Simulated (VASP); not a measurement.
# Pd (P6_3/mmc) in VASP: single point with PBE

Aim: the single point of Pd with PBE.

Everything below comes from runs of VASP 6.6.1. Logs are shortened: lines on timing, memory, paths and dates and some standing lists are left out, and cuts for length are marked.

## (1) The cell of the first run

The structure is hexagonal, space group P6_3/mmc (No. 194). Conventional cell: a = 2.774 Å, b = 2.774 Å, c = 4.626 Å, α = 90.00°, β = 90.00°, γ = 120.00°. Within 3.7 Å of Pd (site symmetry -6m2) lie 12 Pd at 2.77 to 2.81 Å.

## (2) Single point, PBE

Input file INCAR:

```
PREC = Accurate
ENCUT = 520
EDIFF = 1E-6
ISMEAR = -1
SIGMA = 0.08
LREAL = F
LASPH = T
NELM = 60
ALGO = Normal
ISIF = 2
LWAVE = F
LCHARG = T
GGA = PE
LELF = T
LVHAR = T
NBANDS = 17
```

Input file KPOINTS:

```
Automatic mesh
0
Gamma
  15 15 8
```

Input file POSCAR:

```
Pd
1.0
    2.7740559387      0.0000000000      0.0000000000
   -1.3870279694      2.4024029144      0.0000000000
    0.0000000000      0.0000000000      4.6258378539
Pd
2
Direct
    0.3333333333      0.6666666667      0.2500000000
    0.6666666667      0.3333333333      0.7500000000
```

Potentials or basis: VASP PAW PBE potentials, release 64 (Pd).

Launch:

```
$ cat potpaw_PBE.64/Pd/POTCAR > POTCAR
$ mpirun -np 1 vasp_std > vasp.out
```

OUTCAR:

```text
PREC = Accurate
   ENCUT = 520
   EDIFF = 1E-6
   ISMEAR = -1
   LREAL = F
   LASPH = T
   NELM = 60
   ISIF = 2
   GGA = PE

 ion  position               nearest neighbor table
   1  0.333  0.667  0.250-   2 2.81   2 2.81   2 2.81   2 2.81   2 2.81   2 2.81
   2  0.667  0.333  0.750-   1 2.81   1 2.81   1 2.81   1 2.81   1 2.81   1 2.81

  LATTYP: Found a hexagonal cell.
 ALAT       =     2.7740559387
 C/A-ratio  =     1.6675358955

  Lattice vectors:

 A1 = (   2.7740559387,   0.0000000000,   0.0000000000)
 A2 = (  -1.3870279694,   2.4024029144,   0.0000000000)
 A3 = (   0.0000000000,   0.0000000000,   4.6258378539)

Analysis of symmetry for initial positions (statically):
=====================================================================
 Subroutine PRICEL returns:
 Original cell was already a primitive cell.

 Routine SETGRP: Setting up the symmetry group for a
 hexagonal supercell.

 Subroutine GETGRP returns: Found 24 space group operations
 (whereof 12 operations were pure point group operations)
 out of a pool of 24 trial point group operations.

The static configuration has the point symmetry D_3d.
 The point group associated with its full space group is D_6h.

Analysis of symmetry for dynamics (positions and initial velocities):
=====================================================================
 Subroutine PRICEL returns:
 Original cell was already a primitive cell.

 Routine SETGRP: Setting up the symmetry group for a
 hexagonal supercell.

 Subroutine GETGRP returns: Found 24 space group operations
 (whereof 12 operations were pure point group operations)
 out of a pool of 24 trial point group operations.

The dynamic configuration has the point symmetry D_3d.
 The point group associated with its full space group is D_6h.

 Subroutine INISYM returns: Found 24 space group operations
 (whereof 12 operations are pure point group operations),
 and found     1 'primitive' translations

----------------------------------------------------------------------------------------

                                     Primitive cell

  volume of cell :      30.8284

  direct lattice vectors                    reciprocal lattice vectors
     2.774055939  0.000000000  0.000000000     0.360482997  0.208124956  0.000000000
    -1.387027969  2.402402914  0.000000000     0.000000000  0.416249911  0.000000000
     0.000000000  0.000000000  4.625837854     0.000000000  0.000000000  0.216177054

  length of vectors
     2.774055939  2.774055939  4.625837854     0.416249911  0.416249911  0.216177054

  position of ions in fractional coordinates (direct lattice)
     0.333333333  0.666666667  0.250000000
     0.666666667  0.333333333  0.750000000

  ion indices of the primitive-cell ions
   primitive index   ion index
                 1           1
                 2           2

----------------------------------------------------------------------------------------

 KPOINTS: Automatic mesh

Automatic generation of k-mesh.
 Grid dimensions read from file:
 generate k-points for:   15   15    8

 Generating k-lattice:

  Cartesian coordinates                     Fractional coordinates (reciprocal lattice)
     0.024032200  0.013874997  0.000000000     0.066666667  0.000000000  0.000000000
     0.000000000  0.027749994  0.000000000     0.000000000  0.066666667  0.000000000
     0.000000000  0.000000000  0.027022132     0.000000000  0.000000000  0.125000000

  Length of vectors
     0.027749994  0.027749994  0.027022132

  Shift w.r.t. Gamma in fractional coordinates (k-lattice)
     0.000000000  0.000000000  0.000000000

 Subroutine IBZKPT returns following result:
 ===========================================

 Found    135 irreducible k-points:

 Following reciprocal coordinates:
            Coordinates               Weight
  0.000000  0.000000  0.000000      1.000000
  0.066667  0.000000  0.000000      6.000000
  0.133333  0.000000  0.000000      6.000000
  0.200000 -0.000000  0.000000      6.000000
  0.266667  0.000000  0.000000      6.000000
  0.333333  0.000000  0.000000      6.000000
[... 16 lines left out ...]
  0.333333  0.200000  0.000000     12.000000
  0.400000  0.200000  0.000000      6.000000
 [... further k-points ...]
   k-points           NKPTS =    135   k-points in BZ     NKDIM =    135   number of bands    NBANDS=     17
   number of dos      NEDOS =    301   number of ions     NIONS =      2
   total plane-waves  NPLWV =  20736
   dimension x,y,z NGX =    24 NGY =   24 NGZ =   36
   dimension x,y,z NGXF=    48 NGYF=   48 NGZF=   72
   ions per type =               2
   NGX,Y,Z   is equivalent  to a cutoff of  14.38, 14.38, 12.94 a.u.
   NGXF,Y,Z  is equivalent  to a cutoff of  28.77, 28.77, 25.88 a.u.
 SYSTEM =  unknown system
   PREC   = accura    normal or accurate (medium, high low for compatibility)
   ISTART =      0    job   : 0-new  1-cont  2-samecut
   ICHARG =      2    charge: 1-file 2-atom 10-const
   ISPIN  =      1    spin polarized calculation?
   LNONCOLLINEAR =      F non collinear calculations
   LSORBIT =      F    spin-orbit coupling
   LASPH  =      T    aspherical Exc in radial PAW
   ENCUT  =  520.0 eV  38.22 Ry    6.18 a.u.   5.16  5.16  8.60*2*pi/ulx,y,z
   NELM   =     60;   NELMIN=  2; NELMDL= -5     # of ELM steps
   EDIFF  = 0.1E-05   stopping-criterion for ELM
   LREAL  =      F    real-space projection
   EDIFFG = 0.1E-04   stopping-criterion for IOM
   NSW    =      0    number of steps for IOM
   IBRION =     -1    ionic relax: 0-MD 1-quasi-New 2-CG
   NFREE  =      0    steps in history (QN), initial steepest desc. (CG)
   ISIF   =      2    stress and relaxation
   ISYM   =      2    0-nonsym 1-usesym 2-fastsym
   POTIM  = 0.5000    time-step for ionic-motion
   TEBEG  =    0.0;   TEEND  =   0.0 temperature during run
   PSTRESS=    0.0 pullay stress
   NELECT =      20.0000    total number of electrons
   NUPDOWN=      -1.0000    fix difference up-down
   EMIN   =  10.00;   EMAX   =-10.00  energy-range for DOS
   EFERMI =   0.00;   METHOD = LEGACY
   ISMEAR =    -1;   SIGMA  =   0.08  broadening in eV -4-tet -1-fermi 0-gaus
   EFERMI_NEDOS =   21; number of points for ismear=-14 and -15
   IALGO  =     38    algorithm
   IMIX   =      4    mixing-type and parameters
     AMIX     =   0.40;   BMIX     =  1.00
     AMIX_MAG =   1.60;   BMIX_MAG =  1.00
  volume/ion in A,a.u.               =      15.41       104.02
  Fermi-wavevector in a.u.,A,eV,Ry     =   1.417210  2.678139 27.327103  2.008485
  Thomas-Fermi vector in A             =   2.538464
   LORBIT       =      0    0 simple, 1 ext, 2 COOP (PROOUT), +10 PAW based schemes
   GGA     = PE    functional components
   LHFCALC =     F    Hartree Fock is set to
   AEXX    =    0.0000 exact exchange contribution
   IVDW    =     0    specifies the selected vdW correction
   LEPSILON=     F    determine dielectric tensor
   LRPA    =     F    only Hartree local field effects (RPA)
 non-spin polarized calculation
  energy-cutoff  :      520.00
  volume of cell :       30.83
 maximum number of plane-waves:       847
 NGX is ok and might be reduce to    24
   NGX = 11   NGY = 11   NGZ = 17

 number of electron      20.0000006 magnetization

 Free energy of the ion-electron system (eV)
  ---------------------------------------------------
  ext. energy  EPLUGINS =         0.00000000
  ---------------------------------------------------
  free energy    TOTEN  =       -10.42591556 eV

  energy without entropy =      -10.32701196  energy(sigma->0) =      -10.37646376

 E-fermi :   9.0744     XC(G=0): -12.9093

 val. band max:        9.0726558416   @ k =   0.4000   0.0000   0.0000
 cond. band min:       9.0781512280   @ k =   0.2667   0.2667   0.1250
 fundamental gap:      0.0054953864
 Fermi energy:         9.0744190941

 k-point     1 :       0.0000    0.0000    0.0000
  band No.  band energies     occupation
      1       2.2536      2.00000
      2       4.0847      2.00000
      3       6.3040      2.00000
      4       6.5086      2.00000
      5       6.5086      2.00000
      6       6.8362      2.00000
[... 9 lines left out ...]
     16      28.5408      0.00000
     17      30.9552      0.00000

 k-point     2 :       0.0667    0.0000    0.0000
  band No.  band energies     occupation
      1       2.3943      2.00000
      2       4.1849      2.00000
      3       6.2225      2.00000
      4       6.5756      2.00000
      5       6.6009      2.00000
      6       6.7911      2.00000
[... 9 lines left out ...]
     16      28.3546      0.00000
     17      29.9785      0.00000

 k-point     3 :       0.1333    0.0000    0.0000
  band No.  band energies     occupation
      1       2.7986      2.00000
      2       4.4476      2.00000
      3       6.0431      2.00000
      4       6.6101      2.00000
      5       6.8302      2.00000
      6       6.8695      2.00000
[... 9 lines left out ...]
     16      28.2855      0.00000
     17      28.3494      0.00000

 k-point     4 :       0.2000   -0.0000    0.0000
  band No.  band energies     occupation
      1       3.3990      2.00000
      2       4.7202      2.00000
      3       5.9196      2.00000
      4       6.2980      2.00000
      5       6.4815      2.00000
      6       7.0961      2.00000
[... 9 lines left out ...]
     16      27.9030      0.00000
     17      27.9413      0.00000

 k-point     5 :       0.2667    0.0000    0.0000
  band No.  band energies     occupation
      1       4.0268      2.00000
      2       4.7491      2.00000
      3       5.6778      2.00000
      4       6.0778      2.00000
      5       6.4710      2.00000
      6       6.8938      2.00000
[... 9 lines left out ...]
     16      26.3511      0.00000
     17      27.7882      0.00000

 k-point     6 :       0.3333    0.0000    0.0000
  band No.  band energies     occupation
      1       4.3743      2.00000
      2       4.6224      2.00000
      3       5.1908      2.00000
      4       6.4863      2.00000
      5       6.6887      2.00000
      6       6.7173      2.00000
[... 9 lines left out ...]
     16      24.9124      0.00000
     17      25.9097      0.00000

 k-point     7 :       0.4000    0.0000    0.0000
  band No.  band energies     occupation
      1       4.3100      2.00000
      2       4.6085      2.00000
      3       4.8588      2.00000
      4       6.5881      2.00000
      5       6.7971      2.00000
      6       6.8570      2.00000
[... 9 lines left out ...]
     16      23.5951      0.00000
     17      23.6751      0.00000

 k-point     8 :       0.4667   -0.0000    0.0000
  band No.  band energies     occupation
      1       4.2161      2.00000
      2       4.5949      2.00000
      3       4.6909      2.00000
      4       6.5201      2.00000
      5       6.7198      2.00000
      6       7.0252      2.00000
[... 9 lines left out ...]
     16      22.3625      0.00000
     17      22.6074      0.00000
[... 203 lines left out ...]
      1       4.6576      2.00000
      2       4.8891      2.00000
      3       4.9123      2.00000
      4       6.3773      2.00000
      5       6.5304      2.00000
      6       6.8407      2.00000
[... 9 lines left out ...]
     16      23.8429      0.00000
     17      23.9460      0.00000

 k-point    20 :       0.4000    0.1333    0.0000
  band No.  band energies     occupation
      1       4.5493      2.00000
      2       4.7443      2.00000
      3       4.9055      2.00000
      4       6.3935      2.00000
      5       6.6828      2.00000
      6       6.8740      2.00000
[... 9 lines left out ...]
     16      22.2831      0.00000
     17      22.8215      0.00000

 k-point    21 :       0.2000    0.2000    0.0000
  band No.  band energies     occupation
      1       4.9258      2.00000
      2       5.2510      2.00000
      3       5.2796      2.00000
      4       5.4495      2.00000
      5       6.3517      2.00000
      6       6.6836      2.00000
[... 9 lines left out ...]
     16      25.5042      0.00000
     17      26.9160      0.00000

 k-point    22 :       0.2667    0.2000    0.0000
  band No.  band energies     occupation
      1       4.9922      2.00000
      2       5.0565      2.00000
      3       5.2002      2.00000
      4       5.8893      2.00000
      5       6.2665      2.00000
      6       6.9025      2.00000
[... 9 lines left out ...]
     16      24.6466      0.00000
     17      25.2704      0.00000

 k-point    23 :       0.3333    0.2000    0.0000
  band No.  band energies     occupation
      1       4.8282      2.00000
      2       4.9432      2.00000
      3       5.1971      2.00000
      4       6.2791      2.00000
      5       6.3253      2.00000
      6       6.6962      2.00000
[... 9 lines left out ...]
     16      23.2656      0.00000
     17      23.5140      0.00000

 k-point    24 :       0.4000    0.2000    0.0000
  band No.  band energies     occupation
      1       4.7722      2.00000
      2       4.8945      2.00000
      3       5.1932      2.00000
      4       6.3213      2.00000
      5       6.4892      2.00000
      6       6.5829      2.00000
[... 9 lines left out ...]
     16      22.1478      0.00000
     17      22.8051      0.00000

 [... further k-points ...]
[... 5 lines left out ...]
  --------------------------------------------------------------------------------------
  -------------------------------------------------------------------------------------
  Total       -0.0477782     -0.0477782     -0.0549563      0.0000000      0.0000000      0.0000000
  in kB       -2.4830717     -2.4830717     -2.8561189      0.0000000      0.0000000      0.0000000
  external PRESSURE =      -2.6074208 kB  Pullay stress =       0.0000000 kB

 VOLUME and BASIS-vectors are now :
 -----------------------------------------------------------------------------
  energy-cutoff  :      520.00
  volume of cell :       30.83
      direct lattice vectors                 reciprocal lattice vectors
     2.774055939  0.000000000  0.000000000     0.360482997  0.208124956  0.000000000
    -1.387027969  2.402402914  0.000000000     0.000000000  0.416249911  0.000000000
     0.000000000  0.000000000  4.625837854     0.000000000  0.000000000  0.216177054

 POSITION                                       TOTAL-FORCE (eV/Angst)
 -----------------------------------------------------------------------------------
     -0.00000      1.60160      1.15646        -0.000000      0.000000      0.000000
      1.38703      0.80080      3.46938         0.000000      0.000000      0.000000
 -----------------------------------------------------------------------------------
    total drift:                               -0.000000      0.000000     -0.000000

  FREE ENERGIE OF THE ION-ELECTRON SYSTEM (eV)
  ---------------------------------------------------
  free  energy   TOTEN  =       -10.4259155609 eV

  energy  without entropy=      -10.3270119593  energy(sigma->0) =      -10.37646376
```

Wall time 80 s (1 thread of AMD EPYC 7R43 (Zen 3), shared host); peak memory 0.16 GiB.

What came out:

```yaml
Free_energy: -10.4259 eV
Pressure: -0.3 GPa
Band_gap_on_the_k_mesh: zero (band 10 reaches 9.23 eV, above the bottom of band 11 at 8.40 eV)
```
